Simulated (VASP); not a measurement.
Set up this calculation in VASP 6.6.1, as the native input.

```yaml
Task: single point
Functional: PBEsol
Potentials_or_basis: VASP PAW PBE potentials, release 64 (Sn_d)
Cutoff: 520 eV
k_mesh: 13 × 13 × 13
Occupations: fermi-dirac, width 0.1 eV
Spin: no spin polarisation
Dipole_correction: no
Further_INCAR_settings: ALGO = Normal; EDIFF = 1e-06; NBANDS = 13
```

The structure of Sn lies in POSCAR:

```
Sn
1.0
    0.0000000000      2.3989904832      2.3989904832
    2.3989904832      0.0000000000      2.3989904832
    2.3989904832      2.3989904832      0.0000000000
Sn
1
Direct
    0.0000000000      0.0000000000      0.0000000000
```

This cell differs from its parent crystal: volume scaled by 1.04.

One way to write it, as run:

INCAR

```
PREC = Accurate
ENCUT = 520
EDIFF = 1E-6
ISMEAR = -1
SIGMA = 0.1
LREAL = F
LASPH = T
NELM = 100
ALGO = Normal
ISIF = 2
LWAVE = F
LCHARG = F
GGA = PS
NBANDS = 13
```

KPOINTS

```
regular mesh
0
Gamma
  13 13 13
```

Potentials or basis: VASP PAW PBE potentials, release 64 (Sn_d).

The run is started by

```console
$ cat potpaw_PBE.64/Sn_d/POTCAR > POTCAR
$ mpirun -np 1 vasp_std > vasp.out
```

Results of the run:

The pressure is -2.1 GPa. The band gap on the k mesh is zero (band 7 reaches 15.34 eV, above the bottom of band 8 at 5.87 eV).

Caveat: the PAW data sets were made with another functional, which shifts forces and pressure a little; spin-orbit coupling is left out, which moves the levels of the heavy elements.

Run time: 39 s on 1 thread of Intel(R) Xeon(R) Platinum 8259CL CPU @ 2.50GHz (Skylake/Cascade Lake) (shared host), peak memory 0.17 GiB.
